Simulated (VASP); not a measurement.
Wanted: the native input for a VASP 6.6.1 run.

```
Task                   : single point
Functional             : PBE
Potentials or basis    : VASP PAW PBE potentials, release 64 (Li_sv)
Cutoff                 : 520 eV
k mesh                 : 3 × 3 × 3
Occupations            : fermi-dirac, width 0.11 eV
Spin                   : no spin polarisation
Dipole correction      : no
Further INCAR settings : LREAL = Auto; ALGO = Normal; EDIFF = 1e-06; NBANDS = 38
```

The structure of Li lies in POSCAR:

```
Li
1.0
    7.0944470000      0.0000000000      0.0000000000
    0.0000000000      7.0944470000      0.0000000000
    0.0000000000      0.0000000000      7.0944470000
Li
16
Direct
   -0.0246248932     -0.0092466686     -0.0100078272
    0.4958666969     -0.0012545023     -0.0353656881
   -0.0082458858      0.5388580674     -0.0052858243
   -0.0216225451      0.0390305263      0.4749207373
    0.2432042977      0.2114611611      0.2530429785
    0.4762034307      0.5305417040      0.0117274821
    0.4956411684     -0.0323633399      0.4868032702
    0.7602988647      0.2309834720      0.2673217518
    0.0409616141      0.4979105489      0.4814046817
    0.2318151084      0.7509535275      0.2564681927
    0.2472215241      0.2684352988      0.8040654895
    0.4893545614      0.4908909743      0.5140922189
    0.7671633885      0.7258634817      0.2392293578
    0.7749723129      0.2490680387      0.7551539958
    0.2710711631      0.7585228278      0.7679809293
    0.7421720114      0.7550412315      0.7439903350
```

These files were run (other wordings do the same):

INCAR

```
PREC = Accurate
ENCUT = 520
EDIFF = 1E-6
ISMEAR = -1
SIGMA = 0.11
LREAL = Auto
LASPH = T
NELM = 100
ALGO = Normal
ISIF = 2
LWAVE = F
LCHARG = F
GGA = PE
NBANDS = 38
```

KPOINTS

```
regular mesh
0
Gamma
  3 3 3
```

Potentials or basis: VASP PAW PBE potentials, release 64 (Li_sv).

The run is started by

```sh
$ cat potpaw_PBE.64/Li_sv/POTCAR > POTCAR
$ mpirun -np 1 vasp_std > vasp.out
```

It gave:

```json
{"Largest force": "0.736 eV/Å", "Band gap on the k mesh": "zero (band 24 reaches 0.61 eV, above the bottom of band 25 at 0.13 eV)"}
```

Run time: 3.7 min on 1 thread of Intel(R) Xeon(R) Platinum 8259CL CPU @ 2.50GHz (Skylake/Cascade Lake), with other jobs on the host, peak memory 0.41 GiB.
